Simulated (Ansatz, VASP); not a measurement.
## LiNbO3: VASP beside Ansatz

File INCAR:

```
PREC = Accurate
ENCUT = 520
EDIFF = 1E-6
ISMEAR = 0
SIGMA = 0.05
LREAL = F
LASPH = T
NELM = 80
ALGO = Normal
ISIF = 2
LWAVE = F
LCHARG = F
GGA = PE
NBANDS = 45
```

File KPOINTS:

```
regular mesh
0
Gamma
  6 6 6
```

File POSCAR:

```
LiNbO3
1.0
    2.6087938951      1.5061878576      4.6967250600
   -2.6087938951      1.5061878576      4.6967250600
    0.0000000000     -3.0123757152      4.6967250600
Li Nb O
2 2 6
Direct
    0.2815913687      0.2815913687      0.2815913687
    0.7815913687      0.7815913687      0.7815913687
    0.0004900497      0.0004900497      0.0004900497
    0.5004900497      0.5004900497      0.5004900497
    0.1104619503      0.3580262714      0.7211003599
    0.7211003599      0.1104619503      0.3580262714
    0.3580262714      0.7211003599      0.1104619503
    0.2211003599      0.8580262714      0.6104619503
    0.8580262714      0.6104619503      0.2211003599
    0.6104619503      0.2211003599      0.8580262714
```

Input for Ansatz:

```yaml
crystal:
  lattice:
    - [2.6087938951, 1.5061878576, 4.69672506]
    - [-2.6087938951, 1.5061878576, 4.69672506]
    - [0.0, -3.0123757152, 4.69672506]
  atoms:
    - { symbol: Li, position: [0.2815913687, 0.2815913687, 0.2815913687] }
    - { symbol: Li, position: [0.7815913687, 0.7815913687, 0.7815913687] }
    - { symbol: Nb, position: [0.0004900497, 0.0004900497, 0.0004900497] }
    - { symbol: Nb, position: [0.5004900497, 0.5004900497, 0.5004900497] }
    - { symbol: O, position: [0.1104619503, 0.3580262714, 0.7211003599] }
    - { symbol: O, position: [0.7211003599, 0.1104619503, 0.3580262714] }
    - { symbol: O, position: [0.3580262714, 0.7211003599, 0.1104619503] }
    - { symbol: O, position: [0.2211003599, 0.8580262714, 0.6104619503] }
    - { symbol: O, position: [0.8580262714, 0.6104619503, 0.2211003599] }
    - { symbol: O, position: [0.6104619503, 0.2211003599, 0.8580262714] }
basis:
  ecutwfc: 520.0
kpoints:
  mp_grid: { grid: [6, 6, 6] }
hamiltonian:
  xc: pbe
  pseudopotentials: { kind: paw, azcp: { folder: soft_1 } }
scf:
  occupations: { method: gaussian, width: 0.05 }
output:
  forces: true
  stress: true
  eigenvalues: true
  write_density: true
  write_potential: true
  elf: true
  volumetric_format: npy
```

Alike in both runs: task single point; functional PBE; k mesh 6 × 6 × 6; occupations gaussian, width 0.05 eV; no spin polarisation.

|  | VASP | Ansatz |
| --- | --- | --- |
| version | VASP 6.6.1 | Ansatz 0.2.0 |
| potentials or method | VASP PAW PBE potentials, release 64 (Li_sv, Nb_sv, O), cutoff 520 eV | scalar-relativistic, plane waves, PAW |
| valence electrons in the cell | 68 | 68 |

Ansatz gave:

| Quantity | Value |
| --- | --- |
| gap on the k mesh at the Fermi level (eV) | 3.50 |
| least direct gap on the mesh (eV) | 3.52 |
| rms of the force components (eV/Å) | 0.101 |

Problem. What did VASP give for the same quantities?

Solution. gap on the k mesh at the Fermi level (eV): 3.49; least direct gap on the mesh (eV): 3.51; rms of the force components (eV/Å): 0.098.

Atom by atom the forces differ by 0.010 eV/Å (rms over components).

Noted on VASP's run: the cutoff is short for stress, so the pressure is rough.
